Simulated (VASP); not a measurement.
## Zn: single point with PBE

The system is Zn.

```
CELL_PARAMETERS angstrom
0.00000 1.96478 1.96478
1.96478 0.00000 1.96478
1.96478 1.96478 0.00000
ATOMIC_POSITIONS crystal
Zn 0.00000 0.00000 0.00000
```

| Quantity | Value |
| --- | --- |
| Program | VASP 6.6.1 |
| Task | single point |
| Functional | PBE |
| Potentials or basis | VASP PAW PBE potentials, release 64 (Zn) |
| Cutoff | 520 eV |
| k mesh | 14 × 14 × 14 |
| Occupations | gaussian, width 0.05 eV |
| Spin | no spin polarisation |
| Dipole correction | no |
| Further INCAR settings | ALGO = Fast; EDIFF = 1e-07; NBANDS = 12 |

```yaml
Pressure: 0.4 GPa
Band_gap_on_the_k_mesh: zero (band 6 reaches 4.56 eV, above the bottom of band 7 at 1.71 eV)
```

Levels at points of the mesh, in eV from the Fermi level:
```csv
k point,band 4,band 5,band 6,band 7,band 8,band 9
"(0.00, 0.00, 0.00)",-7.64,-7.26,-7.26,18.24,18.24,18.24
"(0.50, 0.00, 0.00)",-6.98,-6.98,-2.92,-1.41,15.22,15.22
"(0.50, 0.50, 0.00)",-6.91,-6.91,-1.02,1.70,8.40,8.40
```

Wall time 13 s on 1 thread of Intel Xeon 6975P-C, on a shared host, peak memory 0.14 GiB.
